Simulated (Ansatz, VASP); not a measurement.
## One calculation of ScCu, two programs

INCAR

```
SYSTEM = ScCu
ALGO = Normal
EDIFF = 1E-8
ENCUT = 520
ISIF = 2
ISMEAR = -1
LASPH = .TRUE.
LCHARG = .FALSE.
LEFG = .TRUE.
LREAL = .FALSE.
LWAVE = .FALSE.
NBANDS = 18
NELM = 100
PREC = Accurate
SIGMA = 0.05
```

The input KPOINTS:

```
k-points
0
G
  11 11 11
  0 0 0
```

File POSCAR:

```
ScCu
1.0
    3.2560000000     -0.0162800000     -0.0162800000
   -0.0162800000      3.2560000000     -0.0162800000
   -0.0162800000     -0.0162800000      3.2560000000
Sc Cu
1 1
Direct
    0.5000000000      0.5000000000      0.5000000000
    0.0000000000      0.0000000000      0.0000000000
```

Input for Ansatz:

```yaml
crystal:
  lattice:
    - [3.256, -0.01628, -0.01628]
    - [-0.01628, 3.256, -0.01628]
    - [-0.01628, -0.01628, 3.256]
  atoms:
    - { symbol: Sc, position: [0.5, 0.5, 0.5] }
    - { symbol: Cu, position: [0.0, 0.0, 0.0] }
kpoints:
  mp_grid: { grid: [11, 11, 11] }
scf:
  occupations: { method: fermi_dirac, width: 0.05 }
hamiltonian:
  xc: lda
  pseudopotentials: { kind: all_electron, datasets: crystal }
output:
  forces: true
  stress: true
  eigenvalues: true
  efg: { contact_densities: true }
```

Change from the starting cell: equal xy, yz and zx shear strains of -1 %, crystal datasets.

Alike in both runs: task electric field gradients; functional LDA; k mesh 11 × 11 × 11; occupations fermi-dirac, width 0.05 eV; no spin polarisation.

|  | VASP | Ansatz |
| --- | --- | --- |
| version | VASP 6.6.1 | Ansatz 0.2.0 |
| potentials or method | VASP PAW LDA potentials, release 64 (Sc_sv, Cu), cutoff 520 eV | all-electron PAW with datasets made for the crystal, scalar-relativistic |

```csv
,VASP,Ansatz,Ansatz less VASP
pressure (GPa),-7.1,-7.6,-0.46
"traceless stress, the component that is largest in VASP (GPa)",0.41,0.40,-0.004
size of Vzz on the site where it differs most (V/Å²),3.4,4.4,+1.00
```

LDA's correlation is that of Perdew and Zunger in VASP and of Perdew and Wang (1992) in Ansatz. Ansatz ran all-electron here, and VASP with PAW potentials.
